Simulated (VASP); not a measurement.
# AlCo (Pm-3m) in VASP: further runs, part 2 of 2

VASP 6.6.1.

## Step 3: Vibrations by perturbation theory, PBEsol

This run uses another cell than the first one, of 11.25 Å³/atom, 1.015 times its volume.

INCAR reads:

```
PREC = Accurate ; ENCUT = 520
EDIFF = 1E-8 ; ISMEAR = -1
SIGMA = 0.1 ; LREAL = False
LASPH = True ; NELM = 80
ALGO = Normal ; ISIF = 2
LWAVE = False ; LCHARG = False
GGA = PS ; IBRION = 8
NSW = 1
```

KPOINTS reads:

```
regular mesh
0
Gamma
  12 12 12
```

POSCAR reads:

```
AlCo
1.0
    2.8234353786      0.0000000000      0.0000000000
    0.0000000000      2.8234353786      0.0000000000
    0.0000000000      0.0000000000      2.8234353786
Al Co
1 1
Direct
    0.0000000000      0.0000000000      0.0000000000
    0.5000000000      0.5000000000      0.5000000000
```

Potentials or basis: VASP PAW PBE potentials, release 64 (Al, Co).

The run is started by

```console
$ cat potpaw_PBE.64/Al/POTCAR potpaw_PBE.64/Co/POTCAR > POTCAR
$ mpirun -np 1 vasp_std > vasp.out
```

OUTCAR:

```text
PREC = Accurate
   ENCUT = 520
   EDIFF = 1E-8
   ISMEAR = -1
   LREAL = False
   LASPH = True
   NELM = 80
   ISIF = 2
   GGA = PS
   IBRION = 8
   NSW = 1

 ion  position               nearest neighbor table
   1  0.000  0.000  0.000-   2 2.45   2 2.45   2 2.45   2 2.45   2 2.45   2 2.45   2 2.45   2 2.45

   2  0.500  0.500  0.500-   1 2.45   1 2.45   1 2.45   1 2.45   1 2.45   1 2.45   1 2.45   1 2.45

  LATTYP: Found a simple cubic cell.
 ALAT       =     2.8234353786

  Lattice vectors:

 A1 = (   2.8234353786,   0.0000000000,   0.0000000000)
 A2 = (   0.0000000000,   2.8234353786,   0.0000000000)
 A3 = (   0.0000000000,   0.0000000000,   2.8234353786)

Analysis of symmetry for initial positions (statically):
=====================================================================
 Subroutine PRICEL returns:
 Original cell was already a primitive cell.

[... 542 lines left out ...]

 INTERNAL STRAIN TENSOR  FOR ION    2  DIRECTION 1   (eV/Angst):
 -----------------------------------------------------------------------------
     0.02739  0.00000  0.00000
     0.00000  0.01134  0.00000
     0.00000  0.00000  0.01134

 INTERNAL STRAIN TENSOR FOR ION    2 for displacements in x,y,z  (eV/Angst):
          X           Y           Z          XY          YZ          ZX
  --------------------------------------------------------------------------------
  x     0.00000     0.00000     0.00000     0.00000     0.00000     0.00000
  y     0.00000     0.00000     0.00000     0.00000     0.00000     0.00000
  z     0.00000     0.00000     0.00000     0.00000     0.00000     0.00000

 SECOND DERIVATIVES (NOT SYMMETRIZED)
 ------------------------------------
               1X          1Y          1Z          2X          2Y          2Z
  1X    -7.895189   -0.000000   -0.000000    7.895189    0.000000    0.000000
  1Y    -0.000000   -7.895189   -0.000000    0.000000    7.895189    0.000000
  1Z    -0.000000   -0.000000   -7.895189    0.000000    0.000000    7.895189
  2X     7.890429   -0.000000    0.000000   -7.890429    0.000000   -0.000000
  2Y     0.000000    7.890429   -0.000000   -0.000000   -7.890429    0.000000
  2Z    -0.000000   -0.000000    7.890429    0.000000    0.000000   -7.890429

 Eigenvectors and eigenvalues of the dynamical matrix
 ----------------------------------------------------

   1 f  =   10.209737 THz    64.149670 2PiTHz  340.560172 cm-1    42.224061 meV
             X         Y         Z           dx          dy          dz
      0.000000  0.000000  0.000000     0.828301    0.000000    0.000000
      1.411718  1.411718  1.411718    -0.560283    0.000000    0.000000
[... 21 lines left out ...]
   6 f/i=    0.001429 THz     0.008977 2PiTHz    0.047655 cm-1     0.005909 meV
             X         Y         Z           dx          dy          dz
      0.000000  0.000000  0.000000     0.251062    0.321327    0.384231
      1.411718  1.411718  1.411718     0.371161    0.475038    0.568033

--------------------------------------------------------------------------------------------------------

 ELASTIC MODULI CONTR FROM IONIC RELAXATION (kBar)
 Direction    XX          YY          ZZ          XY          YZ          ZX
 --------------------------------------------------------------------------------
 XX           0.0000      0.0000      0.0000      0.0000      0.0000      0.0000
 YY           0.0000      0.0000      0.0000      0.0000      0.0000      0.0000
 ZZ           0.0000      0.0000      0.0000      0.0000      0.0000      0.0000
 XY           0.0000      0.0000      0.0000      0.0000      0.0000      0.0000
 YZ           0.0000      0.0000      0.0000      0.0000      0.0000      0.0000
 ZX           0.0000      0.0000      0.0000      0.0000      0.0000      0.0000
 --------------------------------------------------------------------------------
```

OSZICAR:

```text
N       E                     dE             d eps       ncg     rms          rms(c)
DAV:   1     0.343277365908E+02    0.34328E+02   -0.53623E+03  1688   0.126E+03
DAV:   2    -0.137490371084E+02   -0.48077E+02   -0.45810E+02  1682   0.191E+02
[... 38 lines left out ...]
RMM:   6    -0.167707602078E+00    0.13905E-04   -0.56904E-07  5356   0.112E-02    0.426E-03
RMM:   7    -0.167665826308E+00    0.41776E-04   -0.15136E-07  5608   0.552E-03    0.191E-04
RMM:   8    -0.167663318168E+00    0.25081E-05   -0.16514E-08  6583   0.129E-03    0.148E-04
RMM:   9    -0.167664190359E+00   -0.87219E-06   -0.21243E-09  6542   0.450E-04    0.443E-05
RMM:  10    -0.167664044882E+00    0.14548E-06   -0.16128E-10  6380   0.154E-04    0.123E-05
RMM:  11    -0.167664047253E+00   -0.23714E-08   -0.32667E-10  6868   0.538E-05    0.485E-06
 Linear response finished
```

stdout:

```text
POSCAR found type information on POSCAR AlCo
 POSCAR found :  2 types and       2 ions
 scaLAPACK will be used
 -----------------------------------------------------------------------------
|                                                                             |
|                                                                             |
|     You enforced a specific xc type in the INCAR file but a different       |
|     I HOPE YOU KNOW WHAT YOU ARE DOING!                                     |
|                                                                             |
 -----------------------------------------------------------------------------

 LDA part: xc-table for (Slater+PW92), standard interpolation
 POSCAR, INCAR and KPOINTS ok, starting setup
 FFT: planning ... GRIDC
 FFT: planning ... GRID_SOFT
 FFT: planning ... GRID
 WAVECAR not read
 entering main loop
 Linear response reoptimize wavefunctions to high precision
 Linear response DOF=           2
 Linear response progress:
 first order change of Fermi-energy   0.25136E-04
 force on displaced ion       1 direction 1 :  -7.895  -0.000   0.000
 Linear response progress:
 first order change of Fermi-energy   0.30732E-02
 force on displaced ion       2 direction 1 :  -7.890  -0.000   0.000
 Linear response finished
```

It took 2 min on 1 thread of Intel Xeon Platinum 8259CL at 2.50GHz (Skylake/Cascade Lake), shared host; peak memory 0.25 GiB.

Results:

* Highest phonon frequency at Γ, LO-TO splitting left out: 341 cm⁻¹

Phonon frequencies in cm⁻¹ (negative: imaginary):
| q point | frequencies |
| --- | --- |
| (0.000, 0.000, 0.000) | 0 0 0 341 341 341 |

Caveat: the PAW data sets were made with another functional, which shifts forces and pressure a little.

## Step 4: Vibrations by perturbation theory, PBEsol (volume scaled by 1.015)

INCAR reads:

```
PREC = Accurate ; ENCUT = 520
EDIFF = 1E-8 ; ISMEAR = -1
SIGMA = 0.1 ; LREAL = F
LASPH = T ; NELM = 60
ALGO = Normal ; ISIF = 2
LWAVE = F ; LCHARG = T
GGA = PS ; NBANDS = 13
IBRION = 8 ; NSW = 1
```

KPOINTS reads:

```
Automatic mesh
0
Gamma
  12 12 12
```

POSCAR reads:

```
AlCo
1.0
    2.8374825521      0.0000000000      0.0000000000
    0.0000000000      2.8374825521      0.0000000000
    0.0000000000      0.0000000000      2.8374825521
Al Co
1 1
Direct
    0.0000000000      0.0000000000      0.0000000000
    0.5000000000      0.5000000000      0.5000000000
```

Potentials or basis: VASP PAW PBE potentials, release 64 (Al, Co).

The run is started by

```console
$ cat potpaw_PBE.64/Al/POTCAR potpaw_PBE.64/Co/POTCAR > POTCAR
$ mpirun -np 1 vasp_std > vasp.out
```

OUTCAR:

```text
PREC = Accurate
   ENCUT = 520
   EDIFF = 1E-8
   ISMEAR = -1
   LREAL = F
   LASPH = T
   NELM = 60
   ISIF = 2
   GGA = PS
   IBRION = 8
   NSW = 1

 ion  position               nearest neighbor table
   1  0.000  0.000  0.000-   2 2.46   2 2.46   2 2.46   2 2.46   2 2.46   2 2.46   2 2.46   2 2.46

   2  0.500  0.500  0.500-   1 2.46   1 2.46   1 2.46   1 2.46   1 2.46   1 2.46   1 2.46   1 2.46

  LATTYP: Found a simple cubic cell.
 ALAT       =     2.8374825521

  Lattice vectors:
[... 640 lines left out ...]
               1X          1Y          1Z          2X          2Y          2Z
  1X    -7.460870   -0.000000    0.000000    7.460870    0.000000   -0.000000
  1Y     0.000000   -7.460870   -0.000000   -0.000000    7.460870    0.000000
  1Z     0.000000    0.000000   -7.460870   -0.000000   -0.000000    7.460870
  2X     7.482302   -0.000000    0.000000   -7.482302    0.000000   -0.000000
  2Y    -0.000000    7.482302    0.000000    0.000000   -7.482302   -0.000000
  2Z     0.000000    0.000000    7.482302   -0.000000   -0.000000   -7.482302

 Eigenvectors and eigenvalues of the dynamical matrix
 ----------------------------------------------------

   1 f  =    9.930361 THz    62.394298 2PiTHz  331.241188 cm-1    41.068655 meV
             X         Y         Z           dx          dy          dz
      0.000000  0.000000  0.000000     0.000000   -0.585378    0.585378
      1.418741  1.418741  1.418741    -0.000000    0.396652   -0.396652
[... 21 lines left out ...]
   6 f/i=    0.006614 THz     0.041558 2PiTHz    0.220625 cm-1     0.027354 meV
             X         Y         Z           dx          dy          dz
      0.000000  0.000000  0.000000    -0.000000   -0.450671    0.334007
      1.418741  1.418741  1.418741    -0.000000   -0.665100    0.492927

--------------------------------------------------------------------------------------------------------

 ELASTIC MODULI CONTR FROM IONIC RELAXATION (kBar)
 Direction    XX          YY          ZZ          XY          YZ          ZX
 --------------------------------------------------------------------------------
 XX           0.0000      0.0000      0.0000      0.0000      0.0000      0.0000
 YY           0.0000      0.0000      0.0000      0.0000      0.0000      0.0000
 ZZ           0.0000      0.0000      0.0000      0.0000      0.0000      0.0000
 XY           0.0000      0.0000      0.0000      0.0000      0.0000      0.0000
 YZ           0.0000      0.0000      0.0000      0.0000      0.0000      0.0000
 ZX           0.0000      0.0000      0.0000      0.0000      0.0000      0.0000
 --------------------------------------------------------------------------------
```

OSZICAR:

```text
N       E                     dE             d eps       ncg     rms          rms(c)
DAV:   1     0.364654811305E+02    0.36465E+02   -0.53326E+03  2208   0.981E+02
DAV:   2    -0.133391848363E+02   -0.49805E+02   -0.45568E+02  2329   0.175E+02
[... 37 lines left out ...]
RMM:   7    -0.167635734079E+00    0.43497E-04   -0.13154E-07  8313   0.383E-03    0.230E-04
RMM:   8    -0.167635080276E+00    0.65380E-06   -0.13924E-08  9436   0.817E-04    0.126E-04
RMM:   9    -0.167635942576E+00   -0.86230E-06   -0.13025E-09  9374   0.283E-04    0.402E-05
RMM:  10    -0.167635641110E+00    0.30147E-06   -0.24170E-10  9447   0.817E-05    0.114E-05
RMM:  11    -0.167635590167E+00    0.50944E-07   -0.12001E-10  9777   0.266E-05    0.305E-06
RMM:  12    -0.167635592555E+00   -0.23879E-08   -0.10828E-10  9627   0.963E-06    0.867E-07
 Linear response finished
```

stdout:

```text
POSCAR found type information on POSCAR AlCo
 POSCAR found :  2 types and       2 ions
 scaLAPACK will be used
 -----------------------------------------------------------------------------
|                                                                             |
|                                                                             |
|     You enforced a specific xc type in the INCAR file but a different       |
|     I HOPE YOU KNOW WHAT YOU ARE DOING!                                     |
|                                                                             |
 -----------------------------------------------------------------------------

 LDA part: xc-table for (Slater+PW92), standard interpolation
 POSCAR, INCAR and KPOINTS ok, starting setup
 FFT: planning ... GRIDC
 FFT: planning ... GRID_SOFT
 FFT: planning ... GRID
 WAVECAR not read
 entering main loop
 Linear response reoptimize wavefunctions to high precision
 Linear response DOF=           2
 Linear response progress:
 first order change of Fermi-energy   0.57746E-03
 force on displaced ion       1 direction 1 :  -7.461  -0.000   0.000
 Linear response progress:
 first order change of Fermi-energy   0.30541E-02
 force on displaced ion       2 direction 1 :  -7.482   0.000  -0.000
 Linear response finished
```

Wall time 2.1 min (1 thread of Intel Xeon Platinum 8259CL at 2.50GHz (Skylake/Cascade Lake), shared host); peak memory 0.27 GiB.

Results:

* Highest phonon frequency at Γ, LO-TO splitting left out: 331 cm⁻¹

Phonon frequencies in cm⁻¹ (negative: imaginary):
```
              q point        frequencies
(0.000, 0.000, 0.000)  0 0 0 331 331 331
```

Caveat: the cell differs from its parent crystal (volume scaled by 1.015); the cell wasn't relaxed at this level first, which shifts response properties; the PAW data sets were made with another functional, which shifts forces and pressure a little. Spin polarisation is off, so any magnetic state and its effect on volume and gap are missing.
